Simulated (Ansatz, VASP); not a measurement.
# F in VASP and in Ansatz

```
CELL_PARAMETERS angstrom
14.00000 0.00000 0.00000
0.00000 14.40000 0.00000
0.00000 0.00000 14.80000
ATOMIC_POSITIONS crystal
F 0.50000 0.50000 0.50000
```

Alike in both runs: task single point; functional PBE; k mesh 1 × 1 × 1; occupations fermi-dirac, width 0.01 eV; collinear spin.

|  | VASP | Ansatz |
| --- | --- | --- |
| version | VASP 6.6.1 | Ansatz 0.2.0 |
| potentials or method | VASP PAW PBE potentials, release 64 (F), cutoff 520 eV | plane waves (420 eV) with PAW, scalar-relativistic |
| valence electrons in the cell | 7 | 7 |

Ansatz gave:

```
gap on the k mesh at the Fermi level (eV)                     : 0.95
net moment per atom (μB)                                      : 1.00
size of the moment on the site where the two differ most (μB) : 1.00
```

**Question.** What did VASP give for the same quantities?

**Answer.** gap on the k mesh at the Fermi level (eV): 9.97; net moment per atom (μB): 1.00; size of the moment on the site where the two differ most (μB): 0.85.

Site moments also hang on the region over which each program counts them. One of these differences is far larger than is usual between the two programs; its cause wasn't traced.
